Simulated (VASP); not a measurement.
# Au (C2/m) in VASP: single point with LDA

Aim: the single point of Au with LDA.

All numbers are computed with VASP 6.6.1; they aren't measurements. Logs are shortened: lines on timing, memory, paths and dates and some standing lists are left out, and cuts for length are marked.

### 1 The cell of the first run

The typed cell holds 2 atoms: a = 4.277 Å, b = 4.277 Å, c = 2.806 Å, α = 90.00°, β = 139.50°, γ = 90.00°.

### 2 Single point, LDA

INCAR reads:

```
  PREC = Accurate
  ENCUT = 520
  EDIFF = 1E-7
  ISMEAR = 0
  SIGMA = 0.1
  LREAL = F
  LASPH = T
  NELM = 60
  ALGO = Fast
  ISIF = 2
  LWAVE = F
  LCHARG = F
  NBANDS = 18
```

KPOINTS reads:

```
Automatic mesh
0
Gamma
  8 8 18
```

POSCAR reads:

```
Au
1.0
    4.2771227895      0.0000000000      0.0055527050
    0.0000000000      4.2771263939      0.0000000000
   -2.1361009212      0.0000000000      1.8197489638
Au
2
Direct
    0.0000000000      0.0000000000      0.0000000000
    0.5000000000      0.5000000000      0.0000000000
```

Potentials or basis: VASP PAW LDA potentials, release 64 (Au).

The run is started by

```console
cat potpaw_LDA.64/Au/POTCAR > POTCAR
mpirun -np 1 vasp_std > vasp.out
```

OUTCAR:

```text
PREC = Accurate
   ENCUT = 520
   EDIFF = 1E-7
   ISMEAR = 0
   LREAL = F
   LASPH = T
   NELM = 60
   ISIF = 2

 ion  position               nearest neighbor table
   1  0.000  0.000  0.000-   2 2.81   2 2.81   2 2.81   2 2.81   2 3.02   2 3.02   2 3.02   2 3.02

   2  0.500  0.500  0.000-   1 2.81   1 2.81   1 2.81   1 2.81   1 3.02   1 3.02   1 3.02   1 3.02

  LATTYP: Found a simple monoclinic cell.
 ALAT       =     2.8061385277
 B/A-ratio  =     1.5242035814
 C/A-ratio  =     1.0026181891
 COS(beta)  =    -0.1585615181

  Lattice vectors:

 A1 = (  -2.1361009212,   0.0000000000,   1.8197489638)
 A2 = (   0.0000000000,  -4.2771263939,   0.0000000000)
 A3 = (   2.1410218683,   0.0000000000,   1.8253016688)

Analysis of symmetry for initial positions (statically):
=====================================================================
 Subroutine PRICEL returns following result:

  LATTYP: Found a base centered monoclinic cell.
 ALAT       =     3.6450539543
 B/A-ratio  =     1.1734055099
 C/A-ratio  =     0.7698482829
 COS(beta)  =    -0.6474603725

  Lattice vectors:

 A1 = (  -0.0024604735,   2.1385631969,  -1.8225253163)
 A2 = (  -0.0024604735,  -2.1385631970,  -1.8225253163)
 A3 = (  -2.1361009212,   0.0000000000,   1.8197489638)

   2 primitive cells build up your supercell.

 Routine SETGRP: Setting up the symmetry group for a
 simple monoclinic supercell.

 Subroutine GETGRP returns: Found  4 space group operations
 (whereof  4 operations were pure point group operations)
 out of a pool of  4 trial point group operations.

The static configuration has the point symmetry C_2h.

Analysis of symmetry for dynamics (positions and initial velocities):
=====================================================================
 Subroutine PRICEL returns following result:

  LATTYP: Found a base centered monoclinic cell.
 ALAT       =     3.6450539543
 B/A-ratio  =     1.1734055099
 C/A-ratio  =     0.7698482829
 COS(beta)  =    -0.6474603725

  Lattice vectors:

 A1 = (  -0.0024604735,   2.1385631969,  -1.8225253163)
 A2 = (  -0.0024604735,  -2.1385631970,  -1.8225253163)
 A3 = (  -2.1361009212,   0.0000000000,   1.8197489638)

   2 primitive cells build up your supercell.

 Routine SETGRP: Setting up the symmetry group for a
 simple monoclinic supercell.

 Subroutine GETGRP returns: Found  4 space group operations
 (whereof  4 operations were pure point group operations)
 out of a pool of  4 trial point group operations.

The dynamic configuration has the point symmetry C_2h.

 Subroutine INISYM returns: Found  4 space group operations
 (whereof  4 operations are pure point group operations),
 and found     2 'primitive' translations

----------------------------------------------------------------------------------------

                                     Primitive cell

  volume of cell :      16.6704

  direct lattice vectors                    reciprocal lattice vectors
    -0.002460474  2.138563197 -1.822525316    -0.233446278  0.233801835 -0.274029451
    -0.002460474 -2.138563197 -1.822525316    -0.233446278 -0.233801835 -0.274029451
    -2.136100921  0.000000000  1.819748964    -0.467604884  0.000000000  0.000631283

  length of vectors
     2.809814430  2.809814430  2.806138528     0.429246552  0.429246552  0.467605310

  position of ions in fractional coordinates (direct lattice)
     0.000000000  0.000000000  0.000000000

  ion indices of the primitive-cell ions
   primitive index   ion index
                 1           1

----------------------------------------------------------------------------------------

 KPOINTS: Automatic mesh

Automatic generation of k-mesh.
 Grid dimensions read from file:
 generate k-points for:    8    8   18

 Generating k-lattice:

  Cartesian coordinates                     Fractional coordinates (reciprocal lattice)
     0.029180785  0.000000000  0.034253681     0.125000000  0.000000000  0.000000000
     0.000000000  0.029225229  0.000000000     0.000000000  0.125000000  0.000000000
    -0.000039574  0.000000000  0.030482788     0.000000000  0.000000000  0.055555556

  Length of vectors
     0.044998143  0.029225229  0.030482814

  Shift w.r.t. Gamma in fractional coordinates (k-lattice)
     0.000000000  0.000000000  0.000000000

 Subroutine IBZKPT returns following result:
 ===========================================

 Found    370 irreducible k-points:

 Following reciprocal coordinates:
            Coordinates               Weight
  0.000000  0.000000  0.000000      1.000000
  0.125000  0.000000  0.000000      2.000000
  0.250000  0.000000  0.000000      2.000000
  0.375000  0.000000  0.000000      2.000000
  0.500000  0.000000  0.000000      1.000000
  0.000000  0.125000  0.000000      2.000000
[... 16 lines left out ...]
  0.250000  0.500000  0.000000      2.000000
  0.375000  0.500000  0.000000      2.000000
 [... further k-points ...]
   k-points           NKPTS =    370   k-points in BZ     NKDIM =    370   number of bands    NBANDS=     18
   number of dos      NEDOS =    301   number of ions     NIONS =      2
   total plane-waves  NPLWV =  24576
   dimension x,y,z NGX =    32 NGY =   32 NGZ =   24
   dimension x,y,z NGXF=    64 NGYF=   64 NGZF=   48
   ions per type =               2
   NGX,Y,Z   is equivalent  to a cutoff of  12.44, 12.44, 14.22 a.u.
   NGXF,Y,Z  is equivalent  to a cutoff of  24.88, 24.88, 28.44 a.u.
 SYSTEM =  unknown system
   PREC   = accura    normal or accurate (medium, high low for compatibility)
   ISTART =      0    job   : 0-new  1-cont  2-samecut
   ICHARG =      2    charge: 1-file 2-atom 10-const
   ISPIN  =      1    spin polarized calculation?
   LNONCOLLINEAR =      F non collinear calculations
   LSORBIT =      F    spin-orbit coupling
   LASPH  =      T    aspherical Exc in radial PAW
   ENCUT  =  520.0 eV  38.22 Ry    6.18 a.u.   7.95  7.95  5.22*2*pi/ulx,y,z
   NELM   =     60;   NELMIN=  2; NELMDL= -5     # of ELM steps
   EDIFF  = 0.1E-06   stopping-criterion for ELM
   LREAL  =      F    real-space projection
   EDIFFG = 0.1E-05   stopping-criterion for IOM
   NSW    =      0    number of steps for IOM
   IBRION =     -1    ionic relax: 0-MD 1-quasi-New 2-CG
   NFREE  =      0    steps in history (QN), initial steepest desc. (CG)
   ISIF   =      2    stress and relaxation
   ISYM   =      2    0-nonsym 1-usesym 2-fastsym
   POTIM  = 0.5000    time-step for ionic-motion
   TEBEG  =    0.0;   TEEND  =   0.0 temperature during run
   PSTRESS=    0.0 pullay stress
   NELECT =      22.0000    total number of electrons
   NUPDOWN=      -1.0000    fix difference up-down
   EMIN   =  10.00;   EMAX   =-10.00  energy-range for DOS
   EFERMI =   0.00;   METHOD = LEGACY
   ISMEAR =     0;   SIGMA  =   0.10  broadening in eV -4-tet -1-fermi 0-gaus
   EFERMI_NEDOS =   21; number of points for ismear=-14 and -15
   IALGO  =     68    algorithm
   IMIX   =      4    mixing-type and parameters
     AMIX     =   0.40;   BMIX     =  1.00
     AMIX_MAG =   1.60;   BMIX_MAG =  1.00
  volume/ion in A,a.u.               =      16.67       112.50
  Fermi-wavevector in a.u.,A,eV,Ry     =   1.425247  2.693327 27.637916  2.031329
  Thomas-Fermi vector in A             =   2.545652
   LORBIT       =      0    0 simple, 1 ext, 2 COOP (PROOUT), +10 PAW based schemes
   GGA     = CA    functional components
   LHFCALC =     F    Hartree Fock is set to
   AEXX    =    0.0000 exact exchange contribution
   IVDW    =     0    specifies the selected vdW correction
   LEPSILON=     F    determine dielectric tensor
   LRPA    =     F    only Hartree local field effects (RPA)
 non-spin polarized calculation
 RMM-DIIS sequential band-by-band and
 Gauss-broadening in eV      SIGMA  =   0.10
  energy-cutoff  :      520.00
  volume of cell :       33.34
 maximum number of plane-waves:       916
   NGX = 15   NGY = 15   NGZ = 11

 number of electron      22.0000001 magnetization

 Free energy of the ion-electron system (eV)
  ---------------------------------------------------
  ext. energy  EPLUGINS =         0.00000000
  ---------------------------------------------------
  free energy    TOTEN  =        -8.86480832 eV

  energy without entropy =       -8.86202008  energy(sigma->0) =       -8.86341420

 E-fermi :   9.6992     XC(G=0): -13.1109

 val. band max:        9.6920744657   @ k =   0.3750   0.5000   0.2222
 cond. band min:       9.7060735514   @ k =   0.3750   0.0000   0.1111
 fundamental gap:      0.0139990856
 Fermi energy:         9.6992041166

 k-point     1 :       0.0000    0.0000    0.0000
  band No.  band energies     occupation
      1      -0.4818      2.00000
      2       2.2724      2.00000
      3       2.8345      2.00000
      4       4.5055      2.00000
      5       4.5111      2.00000
      6       5.5884      2.00000
[... 10 lines left out ...]
     17      27.2330      0.00000
     18      27.2370      0.00000

 k-point     2 :       0.1250    0.0000    0.0000
  band No.  band energies     occupation
      1      -0.0920      2.00000
      2       2.5237      2.00000
      3       3.0537      2.00000
      4       4.4940      2.00000
      5       4.6485      2.00000
      6       5.6631      2.00000
[... 10 lines left out ...]
     17      26.5535      0.00000
     18      27.2782      0.00000

 k-point     3 :       0.2500    0.0000    0.0000
  band No.  band energies     occupation
      1       0.9697      2.00000
      2       2.9641      2.00000
      3       3.7632      2.00000
      4       4.3436      2.00000
      5       4.7453      2.00000
      6       5.4046      2.00000
[... 10 lines left out ...]
     17      24.6832      0.00000
     18      27.4786      0.00000

 k-point     4 :       0.3750    0.0000    0.0000
  band No.  band energies     occupation
      1       2.3346      2.00000
      2       3.3078      2.00000
      3       4.1152      2.00000
      4       4.4654      2.00000
      5       4.5226      2.00000
      6       4.6434      2.00000
[... 10 lines left out ...]
     17      24.8470      0.00000
     18      26.7631      0.00000

 k-point     5 :       0.5000    0.0000    0.0000
  band No.  band energies     occupation
      1       3.2583      2.00000
      2       3.2583      2.00000
      3       4.1115      2.00000
      4       4.1115      2.00000
      5       4.6441      2.00000
      6       4.6441      2.00000
[... 10 lines left out ...]
     17      25.5047      0.00000
     18      25.5047      0.00000

 k-point     6 :       0.0000    0.1250    0.0000
  band No.  band energies     occupation
      1      -0.3147      2.00000
      2       2.3142      2.00000
      3       2.8894      2.00000
      4       4.4310      2.00000
      5       4.6185      2.00000
      6       5.5540      2.00000
[... 10 lines left out ...]
     17      27.0758      0.00000
     18      27.1860      0.00000

 k-point     7 :       0.1250    0.1250    0.0000
  band No.  band energies     occupation
      1       0.0654      2.00000
      2       2.5676      2.00000
      3       3.1070      2.00000
      4       4.5132      2.00000
      5       4.6271      2.00000
      6       5.6703      2.00000
[... 10 lines left out ...]
     17      25.8205      0.00000
     18      27.9273      0.00000

 k-point     8 :       0.2500    0.1250    0.0000
  band No.  band energies     occupation
      1       1.0724      2.00000
      2       2.9746      2.00000
      3       3.8102      2.00000
      4       4.4325      2.00000
      5       4.6858      2.00000
      6       5.2687      2.00000
[... 10 lines left out ...]
     17      25.1434      0.00000
     18      27.9855      0.00000
[... 229 lines left out ...]
     17      24.4524      0.00000
     18      26.5561      0.00000

 k-point    20 :       0.5000    0.3750    0.0000
  band No.  band energies     occupation
      1       2.2202      2.00000
      2       2.2202      2.00000
      3       4.1202      2.00000
      4       4.1202      2.00000
      5       5.5976      2.00000
      6       5.5976      2.00000
[... 10 lines left out ...]
     17      24.8683      0.00000
     18      24.8683      0.00000

 k-point    21 :       0.0000    0.5000    0.0000
  band No.  band energies     occupation
      1       1.7458      2.00000
      2       1.7458      2.00000
      3       3.6042      2.00000
      4       3.6042      2.00000
      5       5.1961      2.00000
      6       5.1961      2.00000
[... 10 lines left out ...]
     17      26.0555      0.00000
     18      26.0555      0.00000

 k-point    22 :       0.1250    0.5000    0.0000
  band No.  band energies     occupation
      1       2.0227      2.00000
      2       2.0227      2.00000
      3       3.7759      2.00000
      4       3.7759      2.00000
      5       4.7733      2.00000
      6       4.7733      2.00000
[... 10 lines left out ...]
     17      25.4077      0.00000
     18      25.4077      0.00000

 k-point    23 :       0.2500    0.5000    0.0000
  band No.  band energies     occupation
      1       2.3214      2.00000
      2       2.3214      2.00000
      3       4.3542      2.00000
      4       4.3542      2.00000
      5       4.6767      2.00000
      6       4.6767      2.00000
[... 10 lines left out ...]
     17      25.7939      0.00000
     18      25.7939      0.00000

 k-point    24 :       0.3750    0.5000    0.0000
  band No.  band energies     occupation
      1       2.2134      2.00000
      2       2.2134      2.00000
      3       4.1679      2.00000
      4       4.1679      2.00000
      5       5.5766      2.00000
      6       5.5766      2.00000
[... 10 lines left out ...]
     17      25.5472      0.00000
     18      25.5472      0.00000

 [... further k-points ...]

------------------------ aborting loop because EDIFF is reached ----------------------------------------

  FORCE on cell =-STRESS in cart. coord.  units (eV):
  Direction    XX          YY          ZZ          XY          YZ          ZX
  --------------------------------------------------------------------------------------
  -------------------------------------------------------------------------------------
  Total       -0.1589728     -0.0003852      0.1202863      0.0000000      0.0000000     -0.0002945
  in kB       -7.6393572     -0.0185084      5.7802961      0.0000000      0.0000000     -0.0141522
  external PRESSURE =      -0.6258565 kB  Pullay stress =       0.0000000 kB

 VOLUME and BASIS-vectors are now :
 -----------------------------------------------------------------------------
  energy-cutoff  :      520.00
  volume of cell :       33.34
      direct lattice vectors                 reciprocal lattice vectors
     4.277122789  0.000000000  0.005552705     0.233446278  0.000000000  0.274029451
     0.000000000  4.277126394  0.000000000     0.000000000  0.233801835  0.000000000
    -2.136100921  0.000000000  1.819748964    -0.000712328  0.000000000  0.548690185

 POSITION                                       TOTAL-FORCE (eV/Angst)
 -----------------------------------------------------------------------------------
      0.00000      0.00000      0.00000        -0.000000      0.000000     -0.000000
      2.13856      2.13856      0.00278         0.000000     -0.000000      0.000000
 -----------------------------------------------------------------------------------
    total drift:                                0.000000     -0.000000     -0.000000

  FREE ENERGIE OF THE ION-ELECTRON SYSTEM (eV)
  ---------------------------------------------------
  free  energy   TOTEN  =        -8.8648083224 eV

  energy  without entropy=       -8.8620200827  energy(sigma->0) =       -8.86341420
```

Run time: 2.5 min. Hardware: 1 thread of Intel Xeon Platinum 8375C at 2.90GHz (Ice Lake), shared host; peak memory 0.29 GiB.

What came out:

```
Free energy            : -8.8648 eV
Pressure               : -0.1 GPa
Band gap on the k mesh : zero (bands 11 and 12 overlap by 7.49 eV)
```

Caveat: spin-orbit coupling is left out, which moves the levels of the heavy elements.
